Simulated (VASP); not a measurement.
A run of VASP 6.6.1:

File INCAR:

```
SYSTEM = HfB
PREC = Accurate ; ENCUT = 520
EDIFF = 1E-8 ; ISMEAR = -1
SIGMA = 0.05 ; LREAL = .False.
LASPH = .True. ; NELM = 80
ALGO = Normal ; ISIF = 2
LWAVE = .False. ; LCHARG = .False.
LEFG = .True. ; NBANDS = 14
```

KPOINTS

```
regular mesh
0
Gamma
  15 15 15
  0 0 0
```

POSCAR

```
HfB
1.0
    0.0000000000      2.2944961772      2.2944961772
    2.2944961772      0.0000000000      2.2944961772
    2.2944961772      2.2944961772      0.0000000000
Hf B
1 1
Direct
    0.5000000000      0.5000000000      0.5000000000
    0.0000000000      0.0000000000      0.0000000000
```

Potentials or basis: VASP PAW LDA potentials, release 64 (Hf_pv, B).

The run is started by

```bash
$ cat potpaw_LDA.64/Hf_pv/POTCAR potpaw_LDA.64/B/POTCAR > POTCAR
$ mpirun -np 1 vasp_std > vasp.out
```

Hardware: 1 thread of Intel Xeon 8259CL (shared host).

Problem. How long does it take, and how much memory?

Solution. It took 38 s on 1 thread of Intel Xeon 8259CL, on a shared host, peak memory 0.16 GiB. Counts: scf iterations 14, k points 120.
